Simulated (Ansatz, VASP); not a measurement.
**Ga4AsN3 in VASP and in Ansatz**

The input POSCAR:

```
Ga4AsN3
1.0
    4.8002853631      0.0000000000      0.0000000000
    0.0000000000      4.8002853631      0.0000000000
    0.0000000000      0.0000000000      4.8002853631
N Ga As
3 4 1
Direct
    0.5000000000      0.0000000000      0.0000000000
    0.0000000000      0.5000000000      0.0000000000
    0.0000000000      0.0000000000      0.5000000000
    0.2269913527      0.7730086473      0.7730086473
    0.7730086473      0.2269913527      0.7730086473
    0.7730086473      0.7730086473      0.2269913527
    0.2269913527      0.2269913527      0.2269913527
    0.5000000000      0.5000000000      0.5000000000
```

The input INCAR.step1:

```
SYSTEM = Ga4AsN3
PREC = Accurate
ENCUT = 520
ISMEAR = -1
SIGMA = 0.02
LREAL = .FALSE.
LASPH = .TRUE.
NELM = 100
NBANDS = 46
GGA = PE
ALGO = Normal
EDIFF = 1E-4
LWAVE = .TRUE.
LCHARG = .FALSE.
```

The input INCAR.step2:

```
SYSTEM = Ga4AsN3
PREC = Accurate
ENCUT = 520
EDIFF = 1E-7
ISMEAR = -1
SIGMA = 0.02
LREAL = .FALSE.
LASPH = .TRUE.
NELM = 100
ALGO = Normal
ISIF = 2
LWAVE = .FALSE.
LCHARG = .FALSE.
METAGGA = R2SCAN
LMIXTAU = .TRUE.
NBANDS = 46
ISTART = 1
```

The input KPOINTS:

```
Automatic mesh
0
G
  6 6 6
  0 0 0
```

Input for Ansatz:

```yaml
crystal:
  lattice:
    - [4.8002853631, 0.0, 0.0]
    - [0.0, 4.8002853631, 0.0]
    - [0.0, 0.0, 4.8002853631]
  atoms:
    - { symbol: "N", position: [0.5, 0.0, 0.0] }
    - { symbol: Ga, position: [0.2269913527, 0.7730086473, 0.7730086473] }
    - { symbol: "N", position: [0.0, 0.5, 0.0] }
    - { symbol: Ga, position: [0.7730086473, 0.2269913527, 0.7730086473] }
    - { symbol: "N", position: [0.0, 0.0, 0.5] }
    - { symbol: Ga, position: [0.7730086473, 0.7730086473, 0.2269913527] }
    - { symbol: As, position: [0.5, 0.5, 0.5] }
    - { symbol: Ga, position: [0.2269913527, 0.2269913527, 0.2269913527] }
kpoints:
  mp_grid: { grid: [6, 6, 6] }
  band_path:
    path:
      - [0.0, 0.0, 0.0]
      - [0.0, 0.5, 0.0]
      - [0.5, 0.5, 0.0]
      - [0.5, 0.5, 0.5]
      - [0.05, 0.05, 0.05]
    npoints: 1
hamiltonian:
  xc: r2scan
scf:
  occupations: { method: fermi_dirac, width: 0.02 }
  n_extra_bands: 6
output:
  forces: true
  stress: true
  eigenvalues: true
```

Alike in both runs: task single point; functional r2SCAN; k mesh 6 × 6 × 6; occupations fermi-dirac, width 0.02 eV; no spin polarisation.

```csv
,VASP,Ansatz
version,VASP 6.6.1,Ansatz 0.2.0
potentials or method,"VASP PAW PBE potentials, release 64 (N, Ga_d, As)","plane waves, PAW"
plane-wave cutoff (eV),520,500
valence electrons in the cell,72,82
```

Ansatz gave:

```
pressure (GPa)                     : 0.0
rms of the force components (eV/Å) : 0.000
```

Q: Which values does VASP return?

A: Pressure (GPa): 0.6; rms of the force components (eV/Å): 0.010.

VASP's potentials were made for PBE, not for r2SCAN. VASP's potentials hold 72 valence electrons a cell and Ansatz's 82, so a difference there can come from the potentials and not from the codes.
